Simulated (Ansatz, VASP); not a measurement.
**Ag in VASP and in Ansatz**

File INCAR:

```
  ALGO = Fast
  EDIFF = 1E-7
  ENCUT = 520
  GGA = PS
  ISIF = 2
  ISMEAR = 0
  LASPH = True
  LCHARG = False
  LREAL = False
  LWAVE = False
  NBANDS = 12
  NELM = 80
  PREC = Accurate
  SIGMA = 0.15
```

Contents of KPOINTS:

```
k-points
0
Gamma
  26 26 26
```

Contents of POSCAR:

```
Ag
1.0
   -1.6125573276      1.6246515076      1.6246515076
    1.6125573276     -1.6004631476      1.6004631476
    1.6125573276      1.6004631476     -1.6004631476
Ag
1
Direct
    0.0000000000      0.0000000000      0.0000000000
```

Input for Ansatz:

```yaml
crystal:
  lattice:
    - [-1.6125573276, 1.6246515076, 1.6246515076]
    - [1.6125573276, -1.6004631476, 1.6004631476]
    - [1.6125573276, 1.6004631476, -1.6004631476]
  atoms:
    - { symbol: Ag, position: [0.0, 0.0, 0.0] }
basis:
  ecutwfc: 420
kpoints:
  mp_grid: { grid: [26, 26, 26] }
hamiltonian:
  xc: pbesol
scf:
  occupations: { method: gaussian, width: 0.15 }
output:
  forces: true
  stress: true
  eigenvalues: true
```

Change from the starting cell: strain +0.0150 x Voigt [0, 0, 0, 1, 0, 0], atoms carried along.

Alike in both runs: task single point; functional PBEsol; k mesh 26 × 26 × 26; occupations gaussian, width 0.15 eV; no spin polarisation.

|  | VASP | Ansatz |
| --- | --- | --- |
| version | VASP 6.6.1 | Ansatz 0.2.0 |
| potentials or method | VASP PAW PBE potentials, release 64 (Ag), cutoff 520 eV | scalar-relativistic, plane waves, PAW |
| valence electrons in the cell | 11 | 19 |

|  | VASP | Ansatz | Ansatz less VASP |
| --- | --- | --- | --- |
| gap on the k mesh at the Fermi level (eV) | none | none | - |
| pressure (GPa) | -0.2 | 0.0 | +0.20 |
| traceless stress, the component that is largest in VASP (GPa) | -0.81 | -0.81 | -0.007 |

VASP's potentials were made for PBE, not for PBEsol. A gap of «none» marks a metal or a gap that the smearing closes. VASP's potentials hold 11 valence electrons a cell and Ansatz's 19, so a difference there can come from the potentials and not from the codes.
